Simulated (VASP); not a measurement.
# FePt (P4/mmm) in VASP: a series of runs

Aim: see how the results for FePt move with the level of theory and the settings. Levels: PBE, LDA. Tasks: single point, relaxation of cell and atoms.

Program: VASP 6.6.1. These are calculated values, not measurements. Logs are shortened: lines on timing, memory, paths and dates and some standing lists are left out, and cuts for length are marked.

### 1 The cell of the first run

It takes space group P4/mmm (No. 123, tetragonal). Conventional cell: a = 2.724 Å, b = 2.724 Å, c = 3.720 Å, α = 90.00°, β = 90.00°, γ = 90.00°. Within 3.5 Å of Pt (site symmetry 4/mmm) lie 8 Fe at 2.68 Å and 4 Pt at 2.72 Å. Fe (site symmetry 4/mmm) has 8 Pt at 2.68 Å and 4 Fe at 2.72 Å within 3.5 Å.

### 2 Single point, PBE, collinear spin, ferromagnetic start

INCAR reads:

```
PREC = Accurate ; ENCUT = 690
EDIFF = 1E-6 ; ISMEAR = -1
SIGMA = 0.1 ; LREAL = False
LASPH = True ; NELM = 200
ALGO = Normal ; ISIF = 2
LWAVE = False ; LCHARG = False
ISPIN = 2 ; MAGMOM = 0 3
LORBIT = 11 ; LMAXMIX = 4
GGA = PE ; NBANDS = 28
GGA_COMPAT = False
```

KPOINTS reads:

```
Automatic mesh
0
Gamma
  8 8 6
```

POSCAR reads:

```
FePt
1.0
    2.7235000000      0.0000000000      0.0000000000
    0.0000000000      2.7235000000      0.0000000000
    0.0000000000      0.0000000000      3.7200000000
Pt Fe
1 1
Direct
    0.5000000000      0.5000000000      0.5000000000
    0.0000000000      0.0000000000      0.0000000000
```

Potentials or basis: VASP PAW PBE potentials, release 64 (Pt_sv_GW, Fe_sv).

Started as:

```console
$ cat potpaw_PBE.64/Pt_sv_GW/POTCAR potpaw_PBE.64/Fe_sv/POTCAR > POTCAR
$ mpirun -np 1 vasp_std > vasp.out
```

OUTCAR:

```text
PREC = Accurate
   ENCUT = 690
   EDIFF = 1E-6
   ISMEAR = -1
   LREAL = False
   LASPH = True
   NELM = 200
   ISIF = 2
   ISPIN = 2
   LORBIT = 11
   GGA = PE

 ion  position               nearest neighbor table
   1  0.500  0.500  0.500-   2 2.68   2 2.68   2 2.68   2 2.68   2 2.68   2 2.68   2 2.68   2 2.68

   2  0.000  0.000  0.000-   1 2.68   1 2.68   1 2.68   1 2.68   1 2.68   1 2.68   1 2.68   1 2.68

  LATTYP: Found a simple tetragonal cell.
 ALAT       =     2.7235000000
 C/A-ratio  =     1.3658894804

  Lattice vectors:

 A1 = (   2.7235000000,   0.0000000000,   0.0000000000)
 A2 = (   0.0000000000,   2.7235000000,   0.0000000000)
 A3 = (   0.0000000000,   0.0000000000,   3.7200000000)

Analysis of symmetry for initial positions (statically):
=====================================================================
 Subroutine PRICEL returns:
 Original cell was already a primitive cell.

 Routine SETGRP: Setting up the symmetry group for a
 simple tetragonal supercell.

 Subroutine GETGRP returns: Found 16 space group operations
 (whereof 16 operations were pure point group operations)
 out of a pool of 16 trial point group operations.

The static configuration has the point symmetry D_4h.

Analysis of symmetry for dynamics (positions and initial velocities):
=====================================================================
 Subroutine PRICEL returns:
 Original cell was already a primitive cell.

 Routine SETGRP: Setting up the symmetry group for a
 simple tetragonal supercell.

 Subroutine GETGRP returns: Found 16 space group operations
 (whereof 16 operations were pure point group operations)
 out of a pool of 16 trial point group operations.

The dynamic configuration has the point symmetry D_4h.

Analysis of structural, dynamic, and magnetic symmetry:
=====================================================================
 Subroutine PRICEL returns:
 Original cell was already a primitive cell.

 Routine SETGRP: Setting up the symmetry group for a
 simple tetragonal supercell.

 Subroutine GETGRP returns: Found 16 space group operations
 (whereof 16 operations were pure point group operations)
[... 118 lines left out ...]
   EFERMI_NEDOS =   21; number of points for ismear=-14 and -15
   IALGO  =     38    algorithm
   IMIX   =      4    mixing-type and parameters
     AMIX     =   0.40;   BMIX     =  1.00
     AMIX_MAG =   1.60;   BMIX_MAG =  1.00
  volume/ion in A,a.u.               =      13.80        93.10
  Fermi-wavevector in a.u.,A,eV,Ry     =   1.755100  3.316658 41.911067  3.080377
  Thomas-Fermi vector in A             =   2.824912
   LORBIT       =     11    0 simple, 1 ext, 2 COOP (PROOUT), +10 PAW based schemes
   GGA     = PE    functional components
   LHFCALC =     F    Hartree Fock is set to
   AEXX    =    0.0000 exact exchange contribution
   IVDW    =     0    specifies the selected vdW correction
   LEPSILON=     F    determine dielectric tensor
   LRPA    =     F    only Hartree local field effects (RPA)
 spin polarized calculation
  energy-cutoff  :      690.00
  volume of cell :       27.59
 maximum number of plane-waves:      1168
 NGX is ok and might be reduce to    24
   NGX = 11   NGY = 11   NGZ = 15

 number of electron      33.9999980 magnetization       3.3354014

 Free energy of the ion-electron system (eV)
  ---------------------------------------------------
  ext. energy  EPLUGINS =         0.00000000
  ---------------------------------------------------
  free energy    TOTEN  =       -14.92121840 eV

  energy without entropy =      -14.87944952  energy(sigma->0) =      -14.90033396

 E-fermi :  10.9829     XC(G=0): -13.6422

 val. band max:       10.9021911655   @ k =   0.5000   0.3750   0.3333
 cond. band min:      11.0357521330   @ k =   0.5000   0.1250   0.0000
 fundamental gap:      0.1335609674
 Fermi energy:        10.9829154266

 spin component 1

 k-point     1 :       0.0000    0.0000    0.0000
  band No.  band energies     occupation
      1     -87.8167      1.00000
      2     -77.8863      1.00000
      3     -44.0801      1.00000
      4     -43.7985      1.00000
      5     -43.7985      1.00000
      6     -41.9296      1.00000
[... 733 lines left out ...]
     27      30.8901      0.00000
     28      32.7367      0.00000

 [... further k-points ...]

 spin component 2

 k-point     1 :       0.0000    0.0000    0.0000
  band No.  band energies     occupation
      1     -87.5578      1.00000
      2     -74.4649      1.00000
      3     -41.6582      1.00000
      4     -41.5281      1.00000
      5     -41.5281      1.00000
      6     -40.5940      1.00000
[... 733 lines left out ...]
     27      31.4054      0.00000
     28      32.7764      0.00000

 [... further k-points ...]

------------------------ aborting loop because EDIFF is reached ----------------------------------------

  FORCE on cell =-STRESS in cart. coord.  units (eV):
  Direction    XX          YY          ZZ          XY          YZ          ZX
  --------------------------------------------------------------------------------------
  -------------------------------------------------------------------------------------
  Total        0.4640272      0.4640272      0.5886490      0.0000000      0.0000000     -0.0000000
  in kB       26.9436425     26.9436425     34.1797823      0.0000000      0.0000000     -0.0000000
  external PRESSURE =      29.3556891 kB  Pullay stress =       0.0000000 kB

 VOLUME and BASIS-vectors are now :
 -----------------------------------------------------------------------------
  energy-cutoff  :      690.00
  volume of cell :       27.59
      direct lattice vectors                 reciprocal lattice vectors
     2.723500000  0.000000000  0.000000000     0.367174592  0.000000000  0.000000000
     0.000000000  2.723500000  0.000000000     0.000000000  0.367174592  0.000000000
     0.000000000  0.000000000  3.720000000     0.000000000  0.000000000  0.268817204

 POSITION                                       TOTAL-FORCE (eV/Angst)
 -----------------------------------------------------------------------------------
      1.36175      1.36175      1.86000         0.000000      0.000000      0.000000
      0.00000      0.00000      0.00000         0.000000      0.000000      0.000000
 -----------------------------------------------------------------------------------
    total drift:                                0.000000      0.000000     -0.000000

  FREE ENERGIE OF THE ION-ELECTRON SYSTEM (eV)
  ---------------------------------------------------
  free  energy   TOTEN  =       -14.9212183952 eV

  energy  without entropy=      -14.8794495244  energy(sigma->0) =      -14.90033396

 total charge

# of ion       s       p       d       f       tot
--------------------------------------------------
    1        4.470   6.102   7.457   0.018  18.046
    2        2.154   6.019   5.488   0.000  13.662
--------------------------------------------------
tot          6.624  12.122  12.944   0.018  31.708

 magnetization (x)

# of ion       s       p       d       f       tot
--------------------------------------------------
    1       -0.067  -0.011   0.453   0.002   0.376
    2        0.007   0.005   2.852   0.000   2.864
--------------------------------------------------
tot         -0.061  -0.006   3.305   0.002   3.240
```

OSZICAR:

```text
N       E                     dE             d eps       ncg     rms          rms(c)
DAV:   1     0.670027444769E+03    0.67003E+03   -0.23121E+04  6808   0.191E+03
DAV:   2     0.253156048936E+02   -0.64471E+03   -0.61193E+03  6868   0.654E+02
DAV:   3    -0.158718231585E+02   -0.41187E+02   -0.39553E+02  7968   0.191E+02
DAV:   4    -0.170062544009E+02   -0.11344E+01   -0.11303E+01  8068   0.337E+01
DAV:   5    -0.170316063182E+02   -0.25352E-01   -0.25350E-01  8200   0.493E+00    0.695E+01
DAV:   6    -0.149052073998E+02    0.21264E+01   -0.53870E+00  8216   0.248E+01    0.352E+01
DAV:   7    -0.157361587683E+02   -0.83095E+00   -0.40469E+00  9060   0.316E+01    0.228E+01
DAV:   8    -0.151280354339E+02    0.60812E+00   -0.40042E+00  8788   0.398E+01    0.177E+01
DAV:   9    -0.149579517452E+02    0.17008E+00   -0.29847E-01  9292   0.766E+00    0.591E+00
DAV:  10    -0.149208634761E+02    0.37088E-01   -0.95700E-02 10220   0.456E+00    0.155E+00
DAV:  11    -0.149214510478E+02   -0.58757E-03   -0.11038E-02  7384   0.973E-01    0.498E-01
DAV:  12    -0.149211949845E+02    0.25606E-03   -0.11366E-03  8740   0.592E-01    0.176E-01
DAV:  13    -0.149212238048E+02   -0.28820E-04   -0.11095E-04  7492   0.112E-01    0.791E-02
DAV:  14    -0.149212181849E+02    0.56199E-05   -0.14527E-05  8532   0.641E-02    0.297E-02
DAV:  15    -0.149212183952E+02   -0.21031E-06   -0.57361E-06  7468   0.300E-02
   1 F= -.14921218E+02 E0= -.14900334E+02  d E =-.417689E-01  mag=     3.3355
```

Run time: 79 s. Hardware: 1 thread of Intel Xeon Platinum 8259CL at 2.50GHz (Skylake/Cascade Lake), shared host; peak memory 0.25 GiB.

Results:

| Property | Result |
| --- | --- |
| Free energy | -14.9212 eV |
| Pressure | 2.9 GPa |
| Net moment | 3.34 μB per cell |
| Site moments | Pt +0.38; Fe +2.86 μB |
| Valence electrons inside the program's atomic spheres | Pt 18.05; Fe 13.66 |

Caveat: spin-orbit coupling is left out, which moves the levels of the heavy elements.

### 3 Relaxation of cell and atoms, LDA, collinear spin, ferromagnetic start

INCAR reads:

```
ALGO = Fast ; EDIFF = 1E-6
EDIFFG = -0.01 ; ENCUT = 600
GGA = CA ; IBRION = 2
ISIF = 3 ; ISMEAR = -1
ISPIN = 2 ; LASPH = T
LCHARG = F ; LMAXMIX = 4
LORBIT = 11 ; LREAL = F
LWAVE = F ; MAGMOM = 0 3
NELM = 150 ; NSW = 60
PREC = Accurate ; SIGMA = 0.05
```

KPOINTS reads:

```
k-points
0
Gamma
  10 10 7
```

POSCAR is that of step 2.

Potentials or basis: VASP PAW LDA potentials, release 64 (Pt, Fe).

Started as:

```console
$ cat potpaw_LDA.64/Pt/POTCAR potpaw_LDA.64/Fe/POTCAR > POTCAR
$ mpirun -np 1 vasp_std > vasp.out
```

Wall time 3.9 min (1 thread of Intel Xeon Platinum 8259CL at 2.50GHz (Skylake/Cascade Lake), shared host); peak memory 0.21 GiB.

It converged, with:

```yaml
Free_energy: -17.0120 eV
Relaxed_volume: 13.04 Å³/atom
Relaxed_cell: a = 2.668 Å, b = 2.668 Å, c = 3.665 Å, α = 90.00°, β = 90.00°, γ = 90.00°
Space_group_after_relaxing_to_0.1_Å: P4/mmm (No. 123)
Energy_gained_by_relaxing: 31.3 meV/atom
Ionic_steps: 6
Pressure_after_relaxing: 0.1 GPa
Net_moment: 3.12 μB per cell
Site_moments: Pt +0.35; Fe +2.71 μB
Valence_electrons_inside_the_program's_atomic_spheres: Pt 9.56; Fe 7.14
```

Step by step:
```tsv
step	energy change (eV)	largest force (eV/Å)	pressure (GPa)	volume (Å³)
1	0.0000	0.0000	-12.65	27.59
2	0.1753	0.0000	32.31	23.47
3	-0.0626	0.0000	-0.20	26.11
4	-0.0626	0.0000	0.07	26.08
5	-0.0627	0.0000	0.06	26.08
6	-0.0626	0.0000	0.06	26.08
```

Final structure:
```
Pt Fe
1.0
     2.66781    0.00000    0.00000
     0.00000    2.66781    0.00000
     0.00000    0.00000    3.66452
Pt Fe
1 1
Direct
  0.50000 0.50000 0.50000
  0.00000 0.00000 0.00000
```

Levels at points of the mesh, in eV from the Fermi level:
Spin up:
| k point | band 9 | band 10 | band 11 | band 12 | band 13 | band 14 |
| --- | --- | --- | --- | --- | --- | --- |
| (0.00, 0.00, 0.00) | -0.28 | -0.05 | -0.05 | 2.29 | 10.49 | 12.13 |
| (0.50, 0.00, 0.00) | -1.79 | -1.63 | 0.61 | 2.38 | 10.86 | 11.06 |
| (0.50, 0.50, 0.00) | -0.09 | 0.80 | 1.71 | 1.71 | 8.36 | 10.95 |
Spin down:
| k point | band 4 | band 5 | band 6 | band 7 | band 8 | band 9 | band 10 | band 11 | band 12 | band 13 |
| --- | --- | --- | --- | --- | --- | --- | --- | --- | --- | --- |
| (0.00, 0.00, 0.00) | -2.52 | -2.52 | -0.89 | -0.74 | 0.45 | 1.59 | 1.76 | 1.76 | 2.61 | 11.25 |
| (0.50, 0.00, 0.00) | -3.57 | -2.58 | -1.39 | -1.36 | -1.12 | 0.31 | 0.64 | 2.68 | 2.74 | 11.64 |
| (0.50, 0.50, 0.00) | -5.09 | 1.09 | 1.26 | 1.59 | 1.84 | 1.84 | 1.88 | 2.00 | 2.00 | 9.14 |

Caveat: spin-orbit coupling is left out, which moves the levels of the heavy elements. LDA usually gives volumes a few per cent too small.
